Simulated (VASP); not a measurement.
# CdS in VASP: notebook

Runs on CdS. Level: PBE. Tasks: single point.

Program: VASP 6.6.1. These are calculated values, not measurements. Logs are shortened: lines on timing, memory, paths and dates and some standing lists are left out, and cuts for length are marked.

### Step 1. The cell of the first run

The structure is cubic, space group F-43m (No. 216). The conventional cell has a = 6.286 Å, b = 6.286 Å, c = 6.286 Å, α = 90.00°, β = 90.00°, γ = 90.00°. Cd (site symmetry -43m) has 4 S at 2.72 Å within 3.6 Å. S (site symmetry -43m) has 4 Cd at 2.72 Å within 3.6 Å.

### Step 2. Single point, PBE (strain +0.080 along x and y, +0.080 along z)

INCAR reads:

```
SYSTEM = CdS
PREC = Accurate ; ENCUT = 520
EDIFF = 1E-6 ; ISMEAR = 0
SIGMA = 0.05 ; LREAL = .FALSE.
LASPH = .TRUE. ; NELM = 80
ALGO = Normal ; ISIF = 2
LWAVE = .FALSE. ; LCHARG = .FALSE.
GGA = PE ; NBANDS = 16
```

KPOINTS reads:

```
regular mesh
0
G
  8 8 8
  0 0 0
```

POSCAR reads:

```
CdS
1.0
    0.0000000000      3.1428000000      3.1428000000
    3.1428000000      0.0000000000      3.1428000000
    3.1428000000      3.1428000000      0.0000000000
Cd S
1 1
Direct
    0.0000000000      0.0000000000      0.0000000000
    0.7500000000      0.7500000000      0.7500000000
```

Potentials or basis: VASP PAW PBE potentials, release 64 (Cd, S).

Launch:

```
cat potpaw_PBE.64/Cd/POTCAR potpaw_PBE.64/S/POTCAR > POTCAR
mpirun -np 1 vasp_std > vasp.out
```

OUTCAR:

```text
SYSTEM = CdS
   PREC = Accurate
   ENCUT = 520
   EDIFF = 1E-6
   ISMEAR = 0
   LREAL = .FALSE.
   LASPH = .TRUE.
   NELM = 80
   ISIF = 2
   GGA = PE

 ion  position               nearest neighbor table
   1  0.000  0.000  0.000-   2 2.72   2 2.72   2 2.72   2 2.72
   2  0.750  0.750  0.750-   1 2.72   1 2.72   1 2.72   1 2.72

  LATTYP: Found a face centered cubic cell.
 ALAT       =     6.2856000000

  Lattice vectors:

 A1 = (   0.0000000000,   3.1428000000,   3.1428000000)
 A2 = (   3.1428000000,   0.0000000000,   3.1428000000)
 A3 = (   3.1428000000,   3.1428000000,   0.0000000000)

Analysis of symmetry for initial positions (statically):
=====================================================================
 Subroutine PRICEL returns:
 Original cell was already a primitive cell.

 Routine SETGRP: Setting up the symmetry group for a
 face centered cubic supercell.

 Subroutine GETGRP returns: Found 24 space group operations
 (whereof 24 operations were pure point group operations)
 out of a pool of 48 trial point group operations.

The static configuration has the point symmetry T_d .

Analysis of symmetry for dynamics (positions and initial velocities):
=====================================================================
 Subroutine PRICEL returns:
 Original cell was already a primitive cell.

 Routine SETGRP: Setting up the symmetry group for a
 face centered cubic supercell.

 Subroutine GETGRP returns: Found 24 space group operations
 (whereof 24 operations were pure point group operations)
 out of a pool of 48 trial point group operations.

The dynamic configuration has the point symmetry T_d .

 Subroutine INISYM returns: Found 24 space group operations
 (whereof 24 operations are pure point group operations),
 and found     1 'primitive' translations

----------------------------------------------------------------------------------------

                                     Primitive cell

  volume of cell :      62.0841

  direct lattice vectors                    reciprocal lattice vectors
     0.000000000  3.142800000  3.142800000    -0.159093802  0.159093802  0.159093802
     3.142800000  0.000000000  3.142800000     0.159093802 -0.159093802  0.159093802
     3.142800000  3.142800000  0.000000000     0.159093802  0.159093802 -0.159093802

  length of vectors
     4.444590384  4.444590384  4.444590384     0.275558548  0.275558548  0.275558548

  position of ions in fractional coordinates (direct lattice)
     0.000000000  0.000000000  0.000000000
     0.750000000  0.750000000  0.750000000

  ion indices of the primitive-cell ions
   primitive index   ion index
                 1           1
                 2           2

----------------------------------------------------------------------------------------

 KPOINTS: regular mesh

Automatic generation of k-mesh.
 Grid dimensions read from file:
 generate k-points for:    8    8    8

 Generating k-lattice:

  Cartesian coordinates                     Fractional coordinates (reciprocal lattice)
    -0.019886725  0.019886725  0.019886725     0.125000000  0.000000000  0.000000000
     0.019886725 -0.019886725  0.019886725     0.000000000  0.125000000  0.000000000
     0.019886725  0.019886725 -0.019886725     0.000000000  0.000000000  0.125000000

  Length of vectors
     0.034444818  0.034444818  0.034444818

  Shift w.r.t. Gamma in fractional coordinates (k-lattice)
     0.000000000  0.000000000  0.000000000

 Subroutine IBZKPT returns following result:
 ===========================================

 Found     29 irreducible k-points:

 Following reciprocal coordinates:
            Coordinates               Weight
  0.000000  0.000000  0.000000      1.000000
  0.125000  0.000000  0.000000      8.000000
  0.250000  0.000000  0.000000      8.000000
  0.375000  0.000000  0.000000      8.000000
  0.500000  0.000000  0.000000      4.000000
  0.125000  0.125000  0.000000      6.000000
[... 16 lines left out ...]
  0.500000  0.250000  0.125000     48.000000
 -0.375000  0.250000  0.125000     24.000000
 [... further k-points ...]
   k-points           NKPTS =     29   k-points in BZ     NKDIM =     29   number of bands    NBANDS=     16
   number of dos      NEDOS =    301   number of ions     NIONS =      2
   total plane-waves  NPLWV =  46656
   dimension x,y,z NGX =    36 NGY =   36 NGZ =   36
   dimension x,y,z NGXF=    72 NGYF=   72 NGZF=   72
   ions per type =               1   1
   NGX,Y,Z   is equivalent  to a cutoff of  13.47, 13.47, 13.47 a.u.
   NGXF,Y,Z  is equivalent  to a cutoff of  26.93, 26.93, 26.93 a.u.
 SYSTEM =  CdS
   PREC   = accura    normal or accurate (medium, high low for compatibility)
   ISTART =      0    job   : 0-new  1-cont  2-samecut
   ICHARG =      2    charge: 1-file 2-atom 10-const
   ISPIN  =      1    spin polarized calculation?
   LNONCOLLINEAR =      F non collinear calculations
   LSORBIT =      F    spin-orbit coupling
   LASPH  =      T    aspherical Exc in radial PAW
   ENCUT  =  520.0 eV  38.22 Ry    6.18 a.u.   8.26  8.26  8.26*2*pi/ulx,y,z
   NELM   =     80;   NELMIN=  2; NELMDL= -5     # of ELM steps
   EDIFF  = 0.1E-05   stopping-criterion for ELM
   LREAL  =      F    real-space projection
   EDIFFG = 0.1E-04   stopping-criterion for IOM
   NSW    =      0    number of steps for IOM
   IBRION =     -1    ionic relax: 0-MD 1-quasi-New 2-CG
   NFREE  =      0    steps in history (QN), initial steepest desc. (CG)
   ISIF   =      2    stress and relaxation
   ISYM   =      2    0-nonsym 1-usesym 2-fastsym
   POTIM  = 0.5000    time-step for ionic-motion
   TEBEG  =    0.0;   TEEND  =   0.0 temperature during run
   PSTRESS=    0.0 pullay stress
   NELECT =      18.0000    total number of electrons
   NUPDOWN=      -1.0000    fix difference up-down
   EMIN   =  10.00;   EMAX   =-10.00  energy-range for DOS
   EFERMI =   0.00;   METHOD = LEGACY
   ISMEAR =     0;   SIGMA  =   0.05  broadening in eV -4-tet -1-fermi 0-gaus
   EFERMI_NEDOS =   21; number of points for ismear=-14 and -15
   IALGO  =     38    algorithm
   IMIX   =      4    mixing-type and parameters
     AMIX     =   0.40;   BMIX     =  1.00
     AMIX_MAG =   1.60;   BMIX_MAG =  1.00
  volume/ion in A,a.u.               =      31.04       209.48
  Fermi-wavevector in a.u.,A,eV,Ry     =   1.083525  2.047565 15.973598  1.174026
  Thomas-Fermi vector in A             =   2.219593
   LORBIT       =      0    0 simple, 1 ext, 2 COOP (PROOUT), +10 PAW based schemes
   GGA     = PE    functional components
   LHFCALC =     F    Hartree Fock is set to
   AEXX    =    0.0000 exact exchange contribution
   IVDW    =     0    specifies the selected vdW correction
   LEPSILON=     F    determine dielectric tensor
   LRPA    =     F    only Hartree local field effects (RPA)
 non-spin polarized calculation
 Gauss-broadening in eV      SIGMA  =   0.05
  energy-cutoff  :      520.00
  volume of cell :       62.08
 maximum number of plane-waves:      1700
 NGX is ok and might be reduce to    36
   NGX = 17   NGY = 17   NGZ = 17

 number of electron      18.0000002 magnetization

 Free energy of the ion-electron system (eV)
  ---------------------------------------------------
  ext. energy  EPLUGINS =         0.00000000
  ---------------------------------------------------
  free energy    TOTEN  =        -5.92891239 eV

  energy without entropy =       -5.92891239  energy(sigma->0) =       -5.92891239

 E-fermi :  -0.0779     XC(G=0):  -8.1448

 val. band max:       -0.3315823728   @ k =   0.0000   0.0000   0.0000
 cond. band min:       0.3054481216   @ k =   0.0000   0.0000   0.0000
 fundamental gap:      0.6370304944
 Fermi energy:        -0.0778518453

 k-point     1 :       0.0000    0.0000    0.0000
  band No.  band energies     occupation
      1     -11.5867      2.00000
      2      -7.5383      2.00000
      3      -7.5383      2.00000
      4      -7.5383      2.00000
      5      -7.3017      2.00000
      6      -7.3017      2.00000
[... 8 lines left out ...]
     15      10.7471      0.00000
     16      10.7471      0.00000

 k-point     2 :       0.1250    0.0000    0.0000
  band No.  band energies     occupation
      1     -11.5504      2.00000
      2      -7.5266      2.00000
      3      -7.5266      2.00000
      4      -7.4975      2.00000
      5      -7.3019      2.00000
      6      -7.3019      2.00000
[... 8 lines left out ...]
     15      10.2321      0.00000
     16      10.5528      0.00000

 k-point     3 :       0.2500    0.0000    0.0000
  band No.  band energies     occupation
      1     -11.4627      2.00000
      2      -7.5014      2.00000
      3      -7.5014      2.00000
      4      -7.3710      2.00000
      5      -7.2988      2.00000
      6      -7.2988      2.00000
[... 8 lines left out ...]
     15      10.0081      0.00000
     16      10.3776      0.00000

 k-point     4 :       0.3750    0.0000    0.0000
  band No.  band energies     occupation
      1     -11.3754      2.00000
      2      -7.4820      2.00000
      3      -7.4820      2.00000
      4      -7.2889      2.00000
      5      -7.2889      2.00000
      6      -7.1870      2.00000
[... 8 lines left out ...]
     15      10.6810      0.00000
     16      10.6810      0.00000
[... 324 lines left out ...]
 k-point    22 :       0.3750    0.2500    0.1250
  band No.  band energies     occupation
      1     -11.3984      2.00000
      2      -7.4721      2.00000
      3      -7.4602      2.00000
      4      -7.3493      2.00000
      5      -7.2891      2.00000
      6      -7.2524      2.00000
[... 8 lines left out ...]
     15      11.1323      0.00000
     16      12.4057      0.00000

 k-point    23 :       0.5000    0.2500    0.1250
  band No.  band energies     occupation
      1     -11.3296      2.00000
      2      -7.4549      2.00000
      3      -7.4417      2.00000
      4      -7.3243      2.00000
      5      -7.2835      2.00000
      6      -7.1075      2.00000
[... 8 lines left out ...]
     15      11.4479      0.00000
     16      12.1396      0.00000

 k-point    24 :      -0.3750    0.2500    0.1250
  band No.  band energies     occupation
      1     -11.3014      2.00000
      2      -7.4519      2.00000
      3      -7.4338      2.00000
      4      -7.3099      2.00000
      5      -7.2867      2.00000
      6      -7.0237      2.00000
[... 8 lines left out ...]
     15      11.2763      0.00000
     16      12.0716      0.00000

 [... further k-points ...]

------------------------ aborting loop because EDIFF is reached ----------------------------------------

  FORCE on cell =-STRESS in cart. coord.  units (eV):
  Direction    XX          YY          ZZ          XY          YZ          ZX
  --------------------------------------------------------------------------------------
  -------------------------------------------------------------------------------------
  Total       -2.3799167     -2.3799167     -2.3799167      0.0000000      0.0000000     -0.0000000
  in kB      -61.4174952    -61.4174952    -61.4174952      0.0000000      0.0000000     -0.0000000
  external PRESSURE =     -61.4174952 kB  Pullay stress =       0.0000000 kB

 VOLUME and BASIS-vectors are now :
 -----------------------------------------------------------------------------
  energy-cutoff  :      520.00
  volume of cell :       62.08
      direct lattice vectors                 reciprocal lattice vectors
     0.000000000  3.142800000  3.142800000    -0.159093802  0.159093802  0.159093802
     3.142800000  0.000000000  3.142800000     0.159093802 -0.159093802  0.159093802
     3.142800000  3.142800000  0.000000000     0.159093802  0.159093802 -0.159093802

 POSITION                                       TOTAL-FORCE (eV/Angst)
 -----------------------------------------------------------------------------------
      0.00000      0.00000      0.00000         0.000000     -0.000000      0.000000
      4.71420      4.71420      4.71420        -0.000000      0.000000     -0.000000
 -----------------------------------------------------------------------------------
    total drift:                                0.000000      0.000000      0.000000

  FREE ENERGIE OF THE ION-ELECTRON SYSTEM (eV)
  ---------------------------------------------------
  free  energy   TOTEN  =        -5.9289123925 eV

  energy  without entropy=       -5.9289123925  energy(sigma->0) =       -5.92891239
```

Wall time 33 s (1 thread of Intel Xeon 8259CL, shared host); peak memory 0.21 GiB.

Results:

| Property | Result |
| --- | --- |
| Free energy | -5.9289 eV |
| Pressure | -6.1 GPa |
| Band gap on the k mesh | 0.64 eV |

Caveat: the cell differs from its parent crystal (strain +0.080 along x and y, +0.080 along z); the cell stands under tension.

### Step 3. Single point, PBE (strain -0.080 along x and y, -0.040 along z)

INCAR reads:

```
  ALGO = Normal
  EDIFF = 1E-6
  ENCUT = 520
  GGA = PE
  ISIF = 2
  ISMEAR = 0
  LASPH = True
  LCHARG = False
  LREAL = False
  LWAVE = False
  NBANDS = 16
  NELM = 80
  PREC = Accurate
  SIGMA = 0.05
```

KPOINTS reads:

```
k-points
0
Gamma
  8 8 8
```

POSCAR reads:

```
CdS
1.0
    0.0000000000      2.6772000000      2.7936000000
    2.6772000000      0.0000000000      2.7936000000
    2.6772000000      2.6772000000      0.0000000000
Cd S
1 1
Direct
    0.0000000000      0.0000000000      0.0000000000
    0.7500000000      0.7500000000      0.7500000000
```

Potentials or basis: VASP PAW PBE potentials, release 64 (Cd, S).

Launch:

```
cat potpaw_PBE.64/Cd/POTCAR potpaw_PBE.64/S/POTCAR > POTCAR
mpirun -np 1 vasp_std > vasp.out
```

Run time: 49 s. Hardware: 1 thread of Intel Xeon 8259CL, shared host; peak memory 0.19 GiB.

It converged, with:

```yaml
Free_energy: -5.3586 eV
Pressure: 26.3 GPa
Band_gap_on_the_k_mesh: 1.52 eV
```

Stress tensor (GPa, compression positive):
```
26.12  0.00  0.00
 0.00 26.12  0.00
 0.00  0.00 26.52
```

Levels at points of the mesh, in eV from the valence-band top:
```
           k point  band 6  band 7  band 8  band 9  band 10  band 11  band 12  band 13
(0.00, 0.00, 0.00)   -8.03   -0.16    0.00    0.00     1.52     6.28     6.34     6.34
(0.50, 0.00, 0.00)   -7.45   -5.97   -1.28   -1.06     3.16     6.68     7.05     7.98
(0.50, 0.50, 0.00)   -7.47   -5.26   -2.67   -2.67     3.22     4.63     9.86    12.09
(0.50, 0.00, 0.50)   -7.33   -4.93   -2.94   -2.81     2.98     4.22    10.42    11.65
```

Caveat: the cell differs from its parent crystal (strain -0.080 along x and y, -0.040 along z); the cell stands under pressure.

### Step 4. Single point, PBE (strain -0.040 along x and y, +0.000 along z)

INCAR reads:

```
PREC = Accurate
ENCUT = 520
EDIFF = 1E-6
ISMEAR = 0
SIGMA = 0.05
LREAL = False
LASPH = True
NELM = 60
ALGO = Normal
ISIF = 2
LWAVE = False
LCHARG = True
GGA = PE
LELF = True
LVHAR = True
NBANDS = 16
```

KPOINTS reads:

```
regular mesh
0
Gamma
  8 8 8
```

POSCAR reads:

```
CdS
1.0
    0.0000000000      2.7936000000      2.9100000000
    2.7936000000      0.0000000000      2.9100000000
    2.7936000000      2.7936000000      0.0000000000
Cd S
1 1
Direct
    0.0000000000      0.0000000000      0.0000000000
    0.7500000000      0.7500000000      0.7500000000
```

Launch:

```
cat potpaw_PBE.64/Cd/POTCAR potpaw_PBE.64/S/POTCAR > POTCAR
mpirun -np 1 vasp_std > vasp.out
```

Wall time 62 s (1 thread of Intel Xeon 8259CL, shared host); peak memory 0.19 GiB.

It converged, with:

* Free energy: -5.9475 eV
* Pressure: 10.4 GPa
* Band gap on the k mesh: 1.29 eV

Stress tensor (GPa, compression positive):
```
10.52  0.00  0.00
 0.00 10.52  0.00
 0.00  0.00 10.11
```

Levels at points of the mesh, in eV from the valence-band top:
```
           k point  band 6  band 7  band 8  band 9  band 10  band 11  band 12  band 13
(0.00, 0.00, 0.00)   -7.52   -0.14    0.00    0.00     1.29     6.45     6.48     6.48
(0.50, 0.00, 0.00)   -7.07   -5.02   -1.02   -0.84     3.07     6.80     7.13     7.70
(0.50, 0.50, 0.00)   -7.07   -4.58   -2.13   -2.13     3.47     4.63     9.28    11.34
(0.50, 0.00, 0.50)   -6.97   -4.31   -2.35   -2.26     3.29     4.26     9.74    10.96
```

Caveat: the cell differs from its parent crystal (strain -0.040 along x and y, +0.000 along z); the cell stands under pressure.

### Step 5. The runs side by side

```tsv
cell	gap on the mesh (eV)	pressure (GPa)
a = 4.445 Å, angles 60.0°, 2 atoms	0.64	-6.1
a = 3.869, b = 3.869, c = 3.786 Å, angles 60.7, 60.7, 58.6°, 2 atoms	1.52	26.3
a = 4.034, b = 4.034, c = 3.951 Å, angles 60.7, 60.7, 58.6°, 2 atoms	1.29	10.4
```

Alike in all rows: task single point; level PBE; potentials or basis VASP PAW PBE potentials, release 64 (Cd, S); no spin polarisation; k mesh 8 × 8 × 8; cutoff (eV) 520; smearing gaussian 0.05 eV.

Caveats: the cell stands under pressure (at least some runs); the cell stands under tension (at least some runs).

Absolute energies hang on the potentials; compare differences alone.
